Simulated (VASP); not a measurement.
A run of VASP 6.6.1 is set up as follows.

INCAR

```
SYSTEM = TaF3
ALGO = Normal
EDIFF = 1E-7
ENCUT = 520
GGA = PE
ISIF = 2
ISMEAR = -1
LASPH = .True.
LCHARG = .False.
LREAL = .False.
LWAVE = .False.
NBANDS = 24
NELM = 80
PREC = Accurate
SIGMA = 0.1
```

KPOINTS

```
k-points
0
Gamma
  5 5 5
  0 0 0
```

POSCAR

```
TaF3
1.0
    4.1251175612      0.0000000000      0.0000000000
    0.0000000000      4.1251175612      0.0000000000
    0.0000000000      0.0000000000      4.1251175612
Ta F
1 3
Direct
    0.0000000000      0.0000000000      0.0000000000
    0.5000000000      0.0000000000      0.0000000000
    0.0000000000      0.5000000000      0.0000000000
    0.0000000000      0.0000000000      0.5000000000
```

Potentials or basis: VASP PAW PBE potentials, release 64 (Ta_pv, F).

Run with:

```sh
$ cat potpaw_PBE.64/Ta_pv/POTCAR potpaw_PBE.64/F/POTCAR > POTCAR
$ mpirun -np 1 vasp_std > vasp.out
```

Q: Predict the pressure.

A: 0.1 GPa.

Q: Predict the band gap on the k mesh.

A: Zero (band 16 reaches 4.30 eV, above the bottom of band 17 at 2.34 eV).

Caveat: spin-orbit coupling is left out, which moves the levels of the heavy elements.
